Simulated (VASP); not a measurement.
Set up this calculation in VASP 6.6.1, as the native input.

```
Task                   : single point
Functional             : PBE
Potentials or basis    : VASP PAW PBE potentials, release 64 (Sc_sv, Si, Se)
Cutoff                 : 520 eV
k mesh                 : 6 × 6 × 6
Occupations            : gaussian, width 0.1 eV
Spin                   : no spin polarisation
Dipole correction      : no
Further INCAR settings : ALGO = Normal; EDIFF = 1e-07; NBANDS = 26
```

The structure of Sc2Si2Se lies in POSCAR:

```
Sc2Si2Se
1.0
    0.0000000000      2.5048060739      7.4364307982
    2.5049749878      0.0000000000      7.4364307982
    2.5049749878      2.5048060739      0.0000000000
Sc Si Se
2 2 1
Direct
    0.3931730445      0.3931730445      0.6068269555
    0.6068269555      0.6068269555      0.3931730445
    0.7500000000      0.7500000000      0.7500000000
    0.2500000000      0.2500000000      0.2500000000
    0.0000000000      0.0000000000      0.0000000000
```

The cell was built from a structure type or drawn by symmetry, and may not be a known phase.

These files were run (other wordings do the same):

INCAR

```
ALGO = Normal ; EDIFF = 1E-7
ENCUT = 520 ; GGA = PE
ISIF = 2 ; ISMEAR = 0
LASPH = T ; LCHARG = F
LREAL = F ; LWAVE = F
NBANDS = 26 ; NELM = 100
PREC = Accurate ; SIGMA = 0.1
```

KPOINTS

```
k-points
0
Gamma
  6 6 6
```

Potentials or basis: VASP PAW PBE potentials, release 64 (Sc_sv, Si, Se).

Run with:

```bash
$ cat potpaw_PBE.64/Sc_sv/POTCAR potpaw_PBE.64/Si/POTCAR potpaw_PBE.64/Se/POTCAR > POTCAR
$ mpirun -np 1 vasp_std > vasp.out
```

Results of the run:

| Quantity | Value |
| --- | --- |
| Pressure | 0.0 GPa |
| Largest force | 0.014 eV/Å |
| Band gap on the k mesh | zero (bands 18 and 19 overlap by 1.00 eV) |

Run time: 8 min on 1 thread of AMD EPYC 7R13, on a shared host, peak memory 0.34 GiB.
